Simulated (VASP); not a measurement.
Here is a VASP 6.6.1 calculation.

The input INCAR:

```
PREC     = Accurate       # precision mode
ENCUT    = 520            # plane-wave cutoff, eV
EDIFF    = 1E-6           # SCF threshold, eV
ISMEAR   = -1             # smearing method
SIGMA    = 0.05           # smearing width, eV
LREAL    = False          # projectors in reciprocal space
LASPH    = True           # aspherical terms in the spheres
NELM     = 60             # most SCF steps
ALGO     = Normal         # electronic algorithm
ISIF     = 2              # what is computed and relaxed
LWAVE    = False          # write WAVECAR
LCHARG   = False          # write CHGCAR
GGA      = PE             # functional
NBANDS   = 52             # bands
```

The input KPOINTS:

```
Automatic mesh
0
Gamma
  4 4 4
```

File POSCAR:

```
Sb2Pt
1.0
    6.4423000000      0.0000000000      0.0000000000
    0.0000000000      6.4423000000      0.0000000000
    0.0000000000      0.0000000000      6.4423000000
Pt Sb
4 8
Direct
    0.0000000000      0.5000000000      0.5000000000
    0.5000000000      0.5000000000      0.0000000000
    0.5000000000      0.0000000000      0.5000000000
    0.0000000000      0.0000000000      0.0000000000
    0.3753000000      0.1247000000      0.8753000000
    0.1247000000      0.8753000000      0.3753000000
    0.8753000000      0.3753000000      0.1247000000
    0.6247000000      0.6247000000      0.6247000000
    0.6247000000      0.8753000000      0.1247000000
    0.8753000000      0.1247000000      0.6247000000
    0.1247000000      0.6247000000      0.8753000000
    0.3753000000      0.3753000000      0.3753000000
```

Potentials or basis: VASP PAW PBE potentials, release 64 (Pt, Sb).

Run with:

```bash
$ cat potpaw_PBE.64/Pt/POTCAR potpaw_PBE.64/Sb/POTCAR > POTCAR
$ mpirun -np 1 vasp_std > vasp.out
```

**Question.** Predict the band gap on the k mesh.

**Answer.** Zero (bands 40 and 41 overlap by 0.08 eV).

**Question.** Estimate the largest force.

**Answer.** 0.157 eV/Å.

**Question.** Predict the pressure.

**Answer.** 5.9 GPa.

Forces in eV/Å, atoms in the order of the input:
```
Pt   0.000  0.000  0.000
Pt   0.000  0.000  0.000
Pt   0.000  0.000  0.000
Pt   0.000  0.000  0.000
Sb  -0.091  0.091 -0.091
Sb   0.091 -0.091 -0.091
Sb  -0.091 -0.091  0.091
Sb   0.091  0.091  0.091
Sb   0.091 -0.091  0.091
Sb  -0.091  0.091  0.091
Sb   0.091  0.091 -0.091
Sb  -0.091 -0.091 -0.091
```

Caveat: the cell stands under pressure; spin-orbit coupling is left out, which moves the levels of the heavy elements.
